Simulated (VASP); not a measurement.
Runs of VASP 6.6.1 on Sr2CuSO2. The structure is that of space group P4/mmm (No. 123), or close to it. The cells are those of the table. 

```csv
cell,gap on the mesh (eV),pressure (GPa),largest force (eV/Å)
"a = 3.902, b = 3.902, c = 6.881 Å, 6 atoms",none,(b),0.06
"a = 3.876, b = 3.876, c = 6.835 Å, 6 atoms",none,2.1,0.05
"a = 3.823, b = 3.823, c = 6.741 Å, 6 atoms",none,6.4,(a)
"a = 3.954, b = 3.954, c = 6.972 Å, 6 atoms",none,-2.8,0.27
"a = 3.928, b = 3.928, c = 6.927 Å, 6 atoms",none,-1.3,0.17
"a = 3.850, b = 3.850, c = 6.788 Å, 6 atoms",none,4.1,0.18
"a = 3.979, b = 3.979, c = 7.016 Å, 6 atoms",none,-4.1,0.36
```

Alike in all rows: task single point; level PBE; potentials or basis VASP PAW PBE potentials, release 64 (Sr_sv, Cu, S, O); no spin polarisation; k mesh 7 × 7 × 4; cutoff (eV) 520; smearing fermi-dirac 0.05 eV.

**Question.** Fill in the values left out.

**Answer.** (a) 0.32; (b) 0.3.

Caveats: an odd number of electrons without spin polarisation forces a metal; a magnetic or distorted state may lie lower; semilocal functionals often make such compounds metallic where correlation or magnetic order opens a gap, which also shifts bond lengths.

A k mesh can miss the band edges, and the runs leave out spin-orbit coupling on Sr.

A gap of «none» marks levels without a gap at the run's occupations.
